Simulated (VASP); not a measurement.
Input of a VASP 6.6.1 run:

The input INCAR:

```
PREC = Accurate
ENCUT = 520
EDIFF = 1E-6
ISMEAR = -1
SIGMA = 0.05
LREAL = F
LASPH = T
NELM = 60
ALGO = Normal
ISIF = 2
LWAVE = F
LCHARG = F
GGA = CA
NBANDS = 24
```

KPOINTS

```
Automatic mesh
0
Gamma
  5 5 5
  0.5 0.5 0.5
```

The input POSCAR:

```
RbSbO3
1.0
    4.0905400000      0.0000000000      0.0000000000
    0.0000000000      4.0905400000      0.0000000000
    0.0000000000      0.0000000000      4.0905400000
Rb Sb O
1 1 3
Direct
    0.0000000000      0.0000000000      0.0000000000
    0.5000000000      0.5000000000      0.5000000000
    0.5000000000      0.5000000000      0.0000000000
    0.5000000000      0.0000000000      0.5000000000
    0.0000000000      0.5000000000      0.5000000000
```

Potentials or basis: VASP PAW LDA potentials, release 64 (Rb_sv, Sb, O).

Command:

```console
$ cat potpaw_LDA.64/Rb_sv/POTCAR potpaw_LDA.64/Sb/POTCAR potpaw_LDA.64/O/POTCAR > POTCAR
$ mpirun -np 1 vasp_std > vasp.out
```

Task: Estimate the band gap on the k mesh.

Result: Zero (band 16 reaches 3.28 eV, above the bottom of band 17 at 2.98 eV).

Task: Predict the pressure.

Result: -7.9 GPa.

Caveat: spin-orbit coupling is left out, which moves the levels of the heavy elements.
